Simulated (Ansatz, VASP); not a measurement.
# One calculation of Be, two programs

File INCAR:

```
PREC = Accurate ; ENCUT = 520
EDIFF = 1E-8 ; ISMEAR = -1
SIGMA = 0.03 ; LREAL = F
LASPH = T ; NELM = 80
ALGO = Normal ; ISIF = 2
LWAVE = F ; LCHARG = F
GGA = PE ; LEFG = T
NBANDS = 7
```

The input KPOINTS:

```
Automatic mesh
0
Gamma
  23 23 23
```

POSCAR

```
Be
1.0
   -1.2572841744      1.2572841744      1.2572841744
    1.2572841744     -1.2572841744      1.2572841744
    1.2572841744      1.2572841744     -1.2572841744
Be
1
Direct
    0.0000000000      0.0000000000      0.0000000000
```

Input for Ansatz:

```yaml
crystal:
  lattice:
    - [-1.2572841744, 1.2572841744, 1.2572841744]
    - [1.2572841744, -1.2572841744, 1.2572841744]
    - [1.2572841744, 1.2572841744, -1.2572841744]
  atoms:
    - { symbol: Be, position: [0.0, 0.0, 0.0] }
kpoints:
  mp_grid: { grid: [23, 23, 23] }
scf:
  occupations: { method: fermi_dirac, width: 0.03 }
hamiltonian:
  xc: pbe
  pseudopotentials: { kind: all_electron, datasets: crystal }
output:
  forces: true
  stress: true
  eigenvalues: true
  efg: { contact_densities: true }
```

Change from the starting cell: volume scaled by 1.01, crystal datasets.

Alike in both runs: task electric field gradients; functional PBE; k mesh 23 × 23 × 23; occupations fermi-dirac, width 0.03 eV; no spin polarisation.

```csv
,VASP,Ansatz
version,VASP 6.6.1,Ansatz 0.2.0
potentials or method,"VASP PAW PBE potentials, release 64 (Be), cutoff 520 eV","all-electron PAW with datasets made for the crystal, scalar-relativistic"
```

|  | VASP | Ansatz | Ansatz less VASP |
| --- | --- | --- | --- |
| pressure (GPa) | -1.9 | -2.1 | -0.18 |

Ansatz ran all-electron here, and VASP with PAW potentials.
